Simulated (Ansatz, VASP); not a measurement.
**WC: VASP beside Ansatz**

Contents of INCAR:

```
  PREC = Accurate
  ENCUT = 520
  EDIFF = 1E-6
  ISMEAR = 0
  SIGMA = 0.15
  LREAL = False
  LASPH = True
  NELM = 100
  ALGO = Normal
  ISIF = 2
  LWAVE = False
  LCHARG = True
  GGA = PS
  LELF = True
  LVHAR = True
  NBANDS = 16
```

The input KPOINTS:

```
Automatic mesh
0
Gamma
  24 24 24
```

Contents of POSCAR:

```
WC
1.0
    0.0000000000      2.1183682398      2.1183682398
    2.1183682398      0.0000000000      2.1183682398
    2.1183682398      2.1183682398      0.0000000000
W C
1 1
Direct
    0.0000000000      0.0000000000      0.0000000000
    0.5000000000      0.5000000000      0.5000000000
```

Input for Ansatz:

```yaml
crystal:
  lattice:
    - [0.0, 2.1183682398, 2.1183682398]
    - [2.1183682398, 0.0, 2.1183682398]
    - [2.1183682398, 2.1183682398, 0.0]
  atoms:
    - { symbol: W, position: [0.0, 0.0, 0.0] }
    - { symbol: C, position: [0.5, 0.5, 0.5] }
basis:
  ecutwfc: 420
kpoints:
  mp_grid: { grid: [24, 24, 24] }
hamiltonian:
  xc: pbesol
scf:
  occupations: { method: gaussian, width: 0.15 }
output:
  forces: true
  stress: true
  eigenvalues: true
```

Change from the starting cell: strain -0.025 along x and y, -0.025 along z, atoms carried along.

Alike in both runs: task single point; functional PBEsol; k mesh 24 × 24 × 24; occupations gaussian, width 0.15 eV; no spin polarisation.

|  | VASP | Ansatz |
| --- | --- | --- |
| version | VASP 6.6.1 | Ansatz 0.2.0 |
| potentials or method | VASP PAW PBE potentials, release 64 (W_sv, C), cutoff 520 eV | scalar-relativistic, plane waves, PAW |
| valence electrons in the cell | 18 | 18 |

|  | VASP | Ansatz | Ansatz less VASP |
| --- | --- | --- | --- |
| gap on the k mesh at the Fermi level (eV) | none | none | - |
| pressure (GPa) | 36.5 | 34.8 | -1.60 |

VASP's potentials were made for PBE, not for PBEsol. A gap of «none» marks a metal or a gap that the smearing closes. Both programs put the cell under a high pressure, so it lies far from rest at this level.

Spin-orbit coupling is off throughout.
